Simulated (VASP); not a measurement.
# Se (P3_121) in VASP: settings compared, part 2 of 2

VASP 6.6.1. Earlier steps stand in the parts before.

## 3. Single point, HSE06

Input file POSCAR:

```
Se
1.0
    4.2926573545      0.0000000000      0.0000000000
   -2.1463286772      3.7175503187      0.0000000000
    0.0000000000      0.0000000000      5.0408504812
Se
3
Direct
    0.2284670355      0.0000000000      0.3333333333
    0.0000000000      0.2284670355      0.6666666667
    0.7715329645      0.7715329645      0.0000000000
```

Input file INCAR.step1:

```
  PREC = Accurate
  ENCUT = 520
  EDIFF = 1E-5
  ISMEAR = 0
  SIGMA = 0.01
  LREAL = F
  LASPH = T
  NELM = 60
  ALGO = Normal
  ISIF = 2
  LWAVE = T
  LCHARG = F
  GGA = PE
  NBANDS = 16
```

Input file INCAR.step2:

```
  PREC = Accurate
  ENCUT = 520
  EDIFF = 1E-6
  ISMEAR = 0
  SIGMA = 0.01
  LREAL = F
  LASPH = T
  NELM = 60
  ALGO = Normal
  ISIF = 2
  LWAVE = F
  LCHARG = F
  GGA = PE
  LHFCALC = T
  HFSCREEN = 0.2079
  PRECFOCK = Normal
  ISTART = 1
  NBANDS = 16
```

Input file KPOINTS:

```
Automatic mesh
0
Gamma
  6 6 2
```

Potentials or basis: VASP PAW PBE potentials, release 64 (Se).

Run with:

```bash
$ cat potpaw_PBE.64/Se/POTCAR > POTCAR
$ cp INCAR.step1 INCAR
$ mpirun -np 1 vasp_std > vasp.out
$ cp INCAR.step2 INCAR
$ mpirun -np 1 vasp_std > vasp.out
```

OUTCAR:

```text
PREC = Accurate
   ENCUT = 520
   EDIFF = 1E-6
   ISMEAR = 0
   LREAL = F
   LASPH = T
   NELM = 60
   ISIF = 2
   GGA = PE
   LHFCALC = T
   HFSCREEN = 0.2079
   PRECFOCK = Normal
   ISTART = 1

 ion  position               nearest neighbor table
   1  0.228  0.000  0.333-   3 2.39   2 2.39
   2  0.000  0.228  0.667-   3 2.39   1 2.39
   3  0.772  0.772  0.000-   2 2.39   1 2.39

  LATTYP: Found a hexagonal cell.
 ALAT       =     4.2926573545
 C/A-ratio  =     1.1742960281

  Lattice vectors:

 A1 = (   4.2926573545,   0.0000000000,   0.0000000000)
 A2 = (  -2.1463286772,   3.7175503187,   0.0000000000)
 A3 = (   0.0000000000,   0.0000000000,   5.0408504812)

Analysis of symmetry for initial positions (statically):
=====================================================================
 Subroutine PRICEL returns:
 Original cell was already a primitive cell.

 Routine SETGRP: Setting up the symmetry group for a
 hexagonal supercell.

 Subroutine GETGRP returns: Found  6 space group operations
 (whereof  2 operations were pure point group operations)
 out of a pool of 24 trial point group operations.

The static configuration has the point symmetry C_2 .
 The point group associated with its full space group is D_3 .

Analysis of symmetry for dynamics (positions and initial velocities):
=====================================================================
 Subroutine PRICEL returns:
 Original cell was already a primitive cell.

 Routine SETGRP: Setting up the symmetry group for a
 hexagonal supercell.

 Subroutine GETGRP returns: Found  6 space group operations
 (whereof  2 operations were pure point group operations)
 out of a pool of 24 trial point group operations.

The dynamic configuration has the point symmetry C_2 .
 The point group associated with its full space group is D_3 .

 Subroutine INISYM returns: Found  6 space group operations
 (whereof  2 operations are pure point group operations),
 and found     1 'primitive' translations

----------------------------------------------------------------------------------------

                                     Primitive cell

  volume of cell :      80.4427

  direct lattice vectors                    reciprocal lattice vectors
     4.292657355  0.000000000  0.000000000     0.232955933  0.134497171  0.000000000
    -2.146328677  3.717550319  0.000000000     0.000000000  0.268994342  0.000000000
     0.000000000  0.000000000  5.040850481     0.000000000  0.000000000  0.198379223

  length of vectors
     4.292657355  4.292657354  5.040850481     0.268994342  0.268994342  0.198379223

  position of ions in fractional coordinates (direct lattice)
     0.228467036  0.000000000  0.333333333
     0.000000000  0.228467036  0.666666667
     0.771532964  0.771532964  0.000000000

  ion indices of the primitive-cell ions
   primitive index   ion index
                 1           1
                 2           2
[... 36 lines left out ...]
  0.333333  0.333333  0.000000      2.000000
  0.000000  0.000000  0.500000      1.000000
  0.166667  0.000000  0.500000      6.000000
  0.333333 -0.000000  0.500000      6.000000
  0.500000  0.000000  0.500000      3.000000
  0.166667  0.166667  0.500000      6.000000
  0.333333  0.166667  0.500000     12.000000
  0.333333  0.333333  0.500000      2.000000
   k-points           NKPTS =     14   k-points in BZ     NKDIM =     72   number of bands    NBANDS=     16
   number of dos      NEDOS =    301   number of ions     NIONS =      3
   total plane-waves  NPLWV =  40960
   dimension x,y,z NGX =    32 NGY =   32 NGZ =   40
   dimension x,y,z NGXF=    64 NGYF=   64 NGZF=   80
   ions per type =               3
   NGX,Y,Z   is equivalent  to a cutoff of  12.39, 12.39, 13.19 a.u.
   NGXF,Y,Z  is equivalent  to a cutoff of  24.79, 24.79, 26.38 a.u.
 SYSTEM =  unknown system
   PREC   = accura    normal or accurate (medium, high low for compatibility)
   ISTART =      1    job   : 0-new  1-cont  2-samecut
   ICHARG =      0    charge: 1-file 2-atom 10-const
   ISPIN  =      1    spin polarized calculation?
   LNONCOLLINEAR =      F non collinear calculations
   LSORBIT =      F    spin-orbit coupling
   LASPH  =      T    aspherical Exc in radial PAW
   ENCUT  =  520.0 eV  38.22 Ry    6.18 a.u.   7.98  7.98  9.37*2*pi/ulx,y,z
   NELM   =     60;   NELMIN=  2; NELMDL=  0     # of ELM steps
   EDIFF  = 0.1E-05   stopping-criterion for ELM
   LREAL  =      F    real-space projection
   EDIFFG = 0.1E-04   stopping-criterion for IOM
   NSW    =      0    number of steps for IOM
   IBRION =     -1    ionic relax: 0-MD 1-quasi-New 2-CG
   NFREE  =      0    steps in history (QN), initial steepest desc. (CG)
   ISIF   =      2    stress and relaxation
   ISYM   =      3    0-nonsym 1-usesym 2-fastsym
   POTIM  = 0.5000    time-step for ionic-motion
   TEBEG  =    0.0;   TEEND  =   0.0 temperature during run
   PSTRESS=    0.0 pullay stress
   NELECT =      18.0000    total number of electrons
   NUPDOWN=      -1.0000    fix difference up-down
   EMIN   =  10.00;   EMAX   =-10.00  energy-range for DOS
   EFERMI =   0.00;   METHOD = LEGACY
   ISMEAR =     0;   SIGMA  =   0.01  broadening in eV -4-tet -1-fermi 0-gaus
   EFERMI_NEDOS =   21; number of points for ismear=-14 and -15
   IALGO  =     38    algorithm
   IMIX   =      1    mixing-type and parameters
     AMIX     =   0.40;   BMIX     =  1.00
     AMIX_MAG =   1.60;   BMIX_MAG =  1.00
  volume/ion in A,a.u.               =      26.81       180.95
  Fermi-wavevector in a.u.,A,eV,Ry     =   0.993886  1.878173 13.439970  0.987810
  Thomas-Fermi vector in A             =   2.125799
   LORBIT       =      0    0 simple, 1 ext, 2 COOP (PROOUT), +10 PAW based schemes
   GGA     = PE    functional components
   LHFCALC =     T    Hartree Fock is set to
   PRECFOCK=normal    Normal, Fast or Accurate (Low or Medium for compatibility)
   ENCUT4O =  -1.0   cutoff for four orbital integrals eV
   NKREDX  =     1    reduce k-point grid by
   NKREDY  =     1    reduce k-point grid by
   NKREDZ  =     1    reduce k-point grid by
   AEXX    =    0.2500 exact exchange contribution
   HFSCREEN=    0.2079 screening length (either q_TF or 0.3 A-1)
   HFSCREENC=   0.2079 screening length for correlation (either q_TF or 0.3 A-1)
   ENCUTFOCK=  -1.0 apply spherical cutoff to Coloumb kernel
   IVDW    =     0    specifies the selected vdW correction
   LEPSILON=     F    determine dielectric tensor
   LRPA    =     F    only Hartree local field effects (RPA)
 non-spin polarized calculation
 Gauss-broadening in eV      SIGMA  =   0.01
  energy-cutoff  :      520.00
  volume of cell :       80.44
 maximum number of plane-waves:      2184
 NGX is ok and might be reduce to    32
  NGX = 24; NGY = 24; NGZ = 30

 number of electron      17.9999999 magnetization

 Free energy of the ion-electron system (eV)
  ---------------------------------------------------
  ext. energy  EPLUGINS =         0.00000000
  ---------------------------------------------------
  free energy    TOTEN  =       -13.16996284 eV

  energy without entropy =      -13.16996284  energy(sigma->0) =      -13.16996284

 E-fermi :   2.3695     XC(G=0):  -7.4587

 val. band max:        2.3062435855   @ k =   0.5000   0.0000   0.5000
 cond. band min:       3.8718238017   @ k =   0.3333   0.3333   0.5000
 fundamental gap:      1.5655802162
 Fermi energy:         2.3694570065

 k-point     1 :       0.0000    0.0000    0.0000
  band No.  band energies     occupation
      1     -14.9951      2.00000
      2     -10.4975      2.00000
      3     -10.4975      2.00000
      4      -1.6402      2.00000
      5      -1.6402      2.00000
      6      -1.6361      2.00000
[... 243 lines left out ...]
      3      -9.3411      2.00000
      4      -3.9110      2.00000
      5      -3.1559      2.00000
      6      -3.1559      2.00000
[... 8 lines left out ...]
     15      11.8635      0.00000
     16      11.8635      0.00000

------------------------ aborting loop because EDIFF is reached ----------------------------------------

  FORCE on cell =-STRESS in cart. coord.  units (eV):
  Direction    XX          YY          ZZ          XY          YZ          ZX
  --------------------------------------------------------------------------------------
  -------------------------------------------------------------------------------------
  Total        0.2359835      0.2359835     -0.3459797      0.0000000      0.0000000     -0.0000000
  in kB        4.7000818      4.7000818     -6.8908743      0.0000000      0.0000000     -0.0000000
  external PRESSURE =       0.8364298 kB  Pullay stress =       0.0000000 kB

 VOLUME and BASIS-vectors are now :
 -----------------------------------------------------------------------------
  energy-cutoff  :      520.00
  volume of cell :       80.44
      direct lattice vectors                 reciprocal lattice vectors
     4.292657355  0.000000000  0.000000000     0.232955933  0.134497171  0.000000000
    -2.146328677  3.717550319  0.000000000     0.000000000  0.268994342  0.000000000
     0.000000000  0.000000000  5.040850481     0.000000000  0.000000000  0.198379223

 POSITION                                       TOTAL-FORCE (eV/Angst)
 -----------------------------------------------------------------------------------
      0.98073      0.00000      1.68028        -0.127854      0.000000      0.000000
     -0.49037      0.84934      3.36057         0.063927     -0.110725     -0.000000
      1.65596      2.86821      0.00000         0.063927      0.110725      0.000000
 -----------------------------------------------------------------------------------
    total drift:                               -0.000001     -0.000001      0.000000

  FREE ENERGIE OF THE ION-ELECTRON SYSTEM (eV)
  ---------------------------------------------------
  free  energy   TOTEN  =       -13.1699628445 eV

  energy  without entropy=      -13.1699628445  energy(sigma->0) =      -13.16996284
```

Run time: 15 min. Hardware: 1 thread of AMD EPYC 7R13 (Zen 3), shared host; peak memory 0.28 GiB.

What came out:

```yaml
Free_energy: -13.1700 eV
Pressure: 0.1 GPa
Largest_force: 0.128 eV/Å
Band_gap_on_the_k_mesh: 1.57 eV (least direct gap 1.76 eV)
```

Forces in eV/Å, atoms in the order of the input:
```
Se  -0.128  0.000  0.000
Se   0.064 -0.111  0.000
Se   0.064  0.111  0.000
```

Stress tensor (GPa, compression positive):
```
 0.47  0.00  0.00
 0.00  0.47  0.00
 0.00  0.00 -0.69
```

Caveat: the k points lie up to 0.62 Å⁻¹ apart; the PAW data sets were made with another functional, which shifts forces and pressure a little. A k mesh can miss the band edges.

## 4. Single point, PBE-based screened hybrid with 50 % exact exchange

POSCAR is that of step 3.

Input file INCAR.step1:

```
SYSTEM = Se
PREC     = Accurate       ! precision mode
ENCUT    = 520            ! plane-wave cutoff, eV
EDIFF    = 1E-5           ! SCF threshold, eV
ISMEAR   = 0              ! smearing method
SIGMA    = 0.01           ! smearing width, eV
LREAL    = .FALSE.        ! projectors in reciprocal space
LASPH    = .TRUE.         ! aspherical terms in the spheres
NELM     = 100            ! most SCF steps
ALGO     = Normal         ! electronic algorithm
ISIF     = 2              ! what is computed and relaxed
LWAVE    = .TRUE.         ! write WAVECAR
NBANDS   = 16             ! bands
GGA      = PE             ! functional
```

Input file INCAR.step2:

```
SYSTEM = Se
PREC     = Accurate       ! precision mode
ENCUT    = 520            ! plane-wave cutoff, eV
EDIFF    = 1E-6           ! SCF threshold, eV
ISMEAR   = 0              ! smearing method
SIGMA    = 0.01           ! smearing width, eV
LREAL    = .FALSE.        ! projectors in reciprocal space
LASPH    = .TRUE.         ! aspherical terms in the spheres
NELM     = 100            ! most SCF steps
ALGO     = Normal         ! electronic algorithm
ISIF     = 2              ! what is computed and relaxed
LWAVE    = .FALSE.        ! write WAVECAR
LCHARG   = .TRUE.         ! write CHGCAR
GGA      = PE             ! functional
LHFCALC  = .TRUE.         ! exact exchange
AEXX     = 0.5            ! exact-exchange fraction
HFSCREEN = 0.2078         ! screening, 1/A
PRECFOCK = Normal       
LELF     = .TRUE.         ! ELF
LVHAR    = .TRUE.       
NBANDS   = 16             ! bands
ISTART   = 1
```

Input file KPOINTS:

```
regular mesh
0
G
  6 6 2
  0 0 0
```

Run with:

```bash
$ cat potpaw_PBE.64/Se/POTCAR > POTCAR
$ cp INCAR.step1 INCAR
$ mpirun -np 1 vasp_std > vasp.out
$ cp INCAR.step2 INCAR
$ mpirun -np 1 vasp_std > vasp.out
```

Run time: 16 min. Hardware: 1 thread of AMD EPYC 7R13 (Zen 3), shared host; peak memory 0.28 GiB.

Results (log left out):

```
Free energy            : -16.1215 eV
Pressure               : -2.2 GPa
Largest force          : 0.708 eV/Å
Band gap on the k mesh : 2.46 eV (least direct gap 2.71 eV)
```

Forces in eV/Å, atoms in the order of the input:
```
Se  -0.708  0.000  0.000
Se   0.354 -0.613  0.000
Se   0.354  0.613  0.000
```

Stress tensor (GPa, compression positive):
```
-0.96  0.00  0.00
 0.00 -0.96  0.00
 0.00  0.00 -4.74
```

Levels at points of the mesh, in eV from the valence-band top:
| k point | band 6 | band 7 | band 8 | band 9 | band 10 | band 11 | band 12 | band 13 |
| --- | --- | --- | --- | --- | --- | --- | --- | --- |
| (0.00, 0.00, 0.00) | -4.12 | -2.58 | -2.58 | -0.77 | 3.54 | 3.54 | 3.99 | 8.14 |
| (0.50, 0.00, 0.00) | -4.09 | -3.53 | -2.02 | -1.36 | 3.48 | 3.96 | 6.12 | 6.81 |
| (0.00, 0.00, 0.50) | -3.70 | -1.95 | -1.95 | -1.73 | 2.77 | 2.84 | 2.84 | 7.93 |
| (0.50, 0.00, 0.50) | -4.83 | -2.33 | -1.90 | 0.00 | 3.14 | 4.48 | 4.73 | 8.09 |

Caveat: the k points lie up to 0.62 Å⁻¹ apart; the PAW data sets were made with another functional, which shifts forces and pressure a little.

## 5. Overview

| level | k mesh | smearing | grid for exact exchange (PRECFOCK) | share of exact exchange | screening parameter | gap on the mesh (eV) | pressure (GPa) | largest force (eV/Å) |
| --- | --- | --- | --- | --- | --- | --- | --- | --- |
| r2SCAN | 6 × 6 × 4 | gaussian 0.5 eV | - | - | - | 1.06 | 0.8 | 0.04 |
| HSE06 | 6 × 6 × 2 | gaussian 0.01 eV | Normal | 0.25 | 0.2079 1/Å | 1.57 | 0.1 | 0.13 |
| PBE-based screened hybrid with 50 % exact exchange | 6 × 6 × 2 | gaussian 0.01 eV | Normal | 0.5 | 0.2078 1/Å | 2.46 | -2.2 | 0.71 |

Alike in all rows: task single point; potentials or basis VASP PAW PBE potentials, release 64 (Se); no spin polarisation; cell as given; cutoff (eV) 520.

Caveats: some runs use coarse meshes; the PAW data sets were made with another functional, which shifts forces and pressure a little.

Total energies depend on the potentials used, so only differences within one code and one set of settings carry meaning.
